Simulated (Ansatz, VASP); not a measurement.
## Ti: VASP beside Ansatz

```
CELL_PARAMETERS angstrom
-1.68727 1.68727 1.87176
1.68727 -1.68727 1.87176
1.56797 1.56797 -1.87176
ATOMIC_POSITIONS crystal
Ti 0.00000 0.00000 0.00000
```

Change from the starting cell: engineering shear strain xy -0.0733, normal strain along z +0.1500.

Alike in both runs: task single point; functional PBE; k mesh 20 × 20 × 20; occupations gaussian, width 0.15 eV; no spin polarisation.

|  | VASP | Ansatz |
| --- | --- | --- |
| version | VASP 6.6.1 | Ansatz 0.2.0 |
| potentials or method | VASP PAW PBE potentials, release 64 (Ti_sv), cutoff 520 eV | scalar-relativistic, plane waves, PAW |
| valence electrons in the cell | 12 | 12 |

```csv
,VASP,Ansatz,Ansatz less VASP
gap on the k mesh at the Fermi level (eV),none,none,-
pressure (GPa),-11.5,-11.3,+0.16
"traceless stress, the component that is largest in VASP (GPa)",2.22,2.23,+0.004
```

A gap of «none» marks a metal or a gap that the smearing closes.
